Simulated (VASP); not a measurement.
# ZrB2 in VASP: density of states with PBE

Aim: the density of states of ZrB2 with PBE.

Program: VASP 6.6.1. These are calculated values, not measurements. Logs are shortened: lines on timing, memory, paths and dates and some standing lists are left out, and cuts for length are marked.

## 1. The cell of the first run

The typed cell holds 3 atoms: a = 3.208 Å, b = 3.208 Å, c = 3.575 Å, α = 90.00°, β = 90.00°, γ = 120.00°.

## 2. Density of states, PBE

POSCAR reads:

```
ZrB2
1.0
    3.2078786500      0.0000000000      0.0000000000
   -1.6039393300      2.7781038700      0.0000000000
    0.0000000000      0.0000000000      3.5752161800
Zr B
1 2
Direct
    0.0000000000      0.0000000000      0.0000000000
    0.3333000000      0.6667000000      0.5000000000
    0.6666000000      0.3333000000      0.5000000000
```

INCAR.step1 reads:

```
ALGO = Normal ; EDIFF = 1E-6
ENCUT = 520 ; GGA = PE
ISIF = 2 ; ISMEAR = 0
LASPH = T ; LCHARG = T
LMAXMIX = 4 ; LREAL = F
LWAVE = F ; NBANDS = 16
NELM = 60 ; PREC = Accurate
SIGMA = 0.1339
```

KPOINTS.step1 reads:

```
k-points
0
Gamma
  12 12 9
```

INCAR.step2 reads:

```
ALGO = Normal ; EDIFF = 1E-6
ENCUT = 520 ; GGA = PE
ICHARG = 11 ; ISIF = 2
ISMEAR = -5 ; LASPH = T
LCHARG = F ; LMAXMIX = 4
LORBIT = 11 ; LREAL = F
LWAVE = F ; NEDOS = 2001
NELM = 60 ; PREC = Accurate
SIGMA = 0.1339
```

KPOINTS.step2 reads:

```
k-points
0
Gamma
  18 18 14
```

Potentials or basis: VASP PAW PBE potentials, release 64 (Zr_sv, B).

On the command line:

```bash
> cat potpaw_PBE.64/Zr_sv/POTCAR potpaw_PBE.64/B/POTCAR > POTCAR
> cp INCAR.step1 INCAR
> cp KPOINTS.step1 KPOINTS
> mpirun -np 1 vasp_std > vasp.out
> cp INCAR.step2 INCAR
> cp KPOINTS.step2 KPOINTS
> mpirun -np 1 vasp_std > vasp.out
```

OUTCAR:

```text
EDIFF = 1E-6
   ENCUT = 520
   GGA = PE
   ICHARG = 11
   ISIF = 2
   ISMEAR = -5
   LASPH = T
   LORBIT = 11
   LREAL = F
   NELM = 60
   PREC = Accurate

 ion  position               nearest neighbor table
   1  0.000  0.000  0.000-   3 2.57   3 2.57   2 2.57   2 2.57   3 2.57   3 2.57   2 2.57   2 2.57
                             2 2.57   2 2.57   3 2.57   3 2.57
   2  0.333  0.667  0.500-   3 1.85   3 1.85   3 1.85   1 2.57   1 2.57   1 2.57   1 2.57   1 2.57
                             1 2.57
   3  0.667  0.333  0.500-   2 1.85   2 1.85   2 1.85   1 2.57   1 2.57   1 2.57   1 2.57   1 2.57
                             1 2.57

  LATTYP: Found a hexagonal cell.
 ALAT       =     3.2078786500
 C/A-ratio  =     1.1145110430

  Lattice vectors:

 A1 = (   3.2078786500,   0.0000000000,   0.0000000000)
 A2 = (  -1.6039393300,   2.7781038700,   0.0000000000)
 A3 = (   0.0000000000,   0.0000000000,   3.5752161800)

Analysis of symmetry for initial positions (statically):
=====================================================================
 Subroutine PRICEL returns:
 Original cell was already a primitive cell.

 Routine SETGRP: Setting up the symmetry group for a
 hexagonal supercell.

 Subroutine GETGRP returns: Found  4 space group operations
 (whereof  4 operations were pure point group operations)
 out of a pool of 24 trial point group operations.

The static configuration has the point symmetry C_2v.

Analysis of symmetry for dynamics (positions and initial velocities):
=====================================================================
 Subroutine PRICEL returns:
 Original cell was already a primitive cell.

 Routine SETGRP: Setting up the symmetry group for a
 hexagonal supercell.

 Subroutine GETGRP returns: Found  4 space group operations
 (whereof  4 operations were pure point group operations)
 out of a pool of 24 trial point group operations.

The dynamic configuration has the point symmetry C_2v.

 Subroutine INISYM returns: Found  4 space group operations
 (whereof  4 operations are pure point group operations),
 and found     1 'primitive' translations

----------------------------------------------------------------------------------------

                                     Primitive cell

  volume of cell :      31.8617

  direct lattice vectors                    reciprocal lattice vectors
     3.207878650  0.000000000  0.000000000     0.311732490  0.179978872  0.000000000
    -1.603939330  2.778103870  0.000000000     0.000000000  0.359957743  0.000000000
     0.000000000  0.000000000  3.575216180     0.000000000  0.000000000  0.279703366

  length of vectors
     3.207878650  3.207878191  3.575216180     0.359957692  0.359957743  0.279703366

[... 108 lines left out ...]
   LORBIT       =     11    0 simple, 1 ext, 2 COOP (PROOUT), +10 PAW based schemes
   GGA     = PE    functional components
   LHFCALC =     F    Hartree Fock is set to
   AEXX    =    0.0000 exact exchange contribution
   IVDW    =     0    specifies the selected vdW correction
   LEPSILON=     F    determine dielectric tensor
   LRPA    =     F    only Hartree local field effects (RPA)
 non-spin polarized calculation
 Fermi weights with tetrahedron method with Bloechl corrections
  energy-cutoff  :      520.00
  volume of cell :       31.86
 maximum number of plane-waves:       876

 number of electron      18.0000000 magnetization

 Free energy of the ion-electron system (eV)
  ---------------------------------------------------
  ext. energy  EPLUGINS =         0.00000000
  ---------------------------------------------------
  free energy    TOTEN  =       -24.95592245 eV

  energy without entropy =      -24.95592245  energy(sigma->0) =      -24.95592245

 E-fermi :  10.2584     XC(G=0): -12.2769

 val. band max:       10.3000121415   @ k =  -0.1111   0.0556   0.4286
 cond. band min:      10.2153376383   @ k =  -0.3333   0.1667   0.2143
 fundamental gap:     -0.0846745031
 Fermi energy:        10.2583934580

 k-point     1 :       0.0000    0.0000    0.0000
  band No.  band energies     occupation
      1     -38.6166      2.00000
      2     -16.7822      2.00000
      3     -16.2794      2.00000
      4     -16.2794      2.00000
      5      -2.4244      2.00000
      6       7.5747      2.00000
      7       7.5761      2.00000
      8       7.6302      2.00000
      9       7.7750      2.00000
     10      13.3738      0.00000
     11      13.3741      0.00000
     12      14.1339      0.00000
     13      14.1349      0.00000
[... 354 lines left out ...]
  band No.  band energies     occupation
      1     -38.5970      2.00000
      2     -16.7525      2.00000
      3     -16.4513      2.00000
      4     -16.3201      2.00000
      5      -2.0145      2.00000
      6       6.4888      2.00000
      7       7.3914      2.00000
      8       7.4758      2.00000
      9       8.0225      2.00000
     10      12.7009      0.00000
     11      13.0403      0.00000
     12      13.2933      0.00000
     13      13.9920      0.00000

 [... further k-points ...]

------------------------ aborting loop because EDIFF is reached ----------------------------------------

  FORCE on cell =-STRESS in cart. coord.  units (eV):
  Direction    XX          YY          ZZ          XY          YZ          ZX
  --------------------------------------------------------------------------------------
  -------------------------------------------------------------------------------------
  Total       -1.5003734     -1.5017104     -1.2069394      0.0000000      0.0000000      0.0000000
  in kB      -75.4468697    -75.5141007    -60.6914265      0.0000001      0.0000000      0.0000000
  external PRESSURE =     -70.5507990 kB  Pullay stress =       0.0000000 kB

 VOLUME and BASIS-vectors are now :
 -----------------------------------------------------------------------------
  energy-cutoff  :      520.00
  volume of cell :       31.86
      direct lattice vectors                 reciprocal lattice vectors
     3.207878650  0.000000000  0.000000000     0.311732490  0.179978872  0.000000000
    -1.603939330  2.778103870  0.000000000     0.000000000  0.359957743  0.000000000
     0.000000000  0.000000000  3.575216180     0.000000000  0.000000000  0.279703366

 POSITION                                       TOTAL-FORCE (eV/Angst)
 -----------------------------------------------------------------------------------
      0.00000      0.00000      0.00000        -0.001897      0.000000      0.000000
     -0.00016      1.85216      1.78761         0.000948     -0.001889      0.000000
      1.60378      0.92594      1.78761         0.000948      0.001889      0.000000
 -----------------------------------------------------------------------------------
    total drift:                                0.000003     -0.000000     -0.000000

  FREE ENERGIE OF THE ION-ELECTRON SYSTEM (eV)
  ---------------------------------------------------
  free  energy   TOTEN  =       -24.9559224508 eV

  energy  without entropy=      -24.9559224508  energy(sigma->0) =      -24.95592245

 total charge

# of ion       s       p       d       tot
------------------------------------------
    1        2.161   6.021   1.728   9.910
    2        0.656   1.207   0.000   1.863
    3        0.656   1.207   0.000   1.863
--------------------------------------------------
tot          3.473   8.434   1.728  13.636
```

OUTCAR.step1:

```text
EDIFF = 1E-6
   ENCUT = 520
   GGA = PE
   ISIF = 2
[... 686 lines left out ...]
      0.00000      0.00000      0.00000        -0.001901      0.000000      0.000000
     -0.00016      1.85216      1.78761         0.000950     -0.001938      0.000000
      1.60378      0.92594      1.78761         0.000950      0.001938      0.000000
 -----------------------------------------------------------------------------------
    total drift:                               -0.000001     -0.000000     -0.000000

  FREE ENERGIE OF THE ION-ELECTRON SYSTEM (eV)
  ---------------------------------------------------
  free  energy   TOTEN  =       -24.9598324183 eV

  energy  without entropy=      -24.9576686553  energy(sigma->0) =      -24.95875054
```

It used 160 s of CPU time on 1 thread of AMD EPYC 7R13 Processor (Zen 3) (shared host).

Results:

```
Valence electrons inside the program's atomic spheres : Zr 9.91; B 1.86
```

Caveat: tetrahedron occupations give inexact forces and stress in metals.
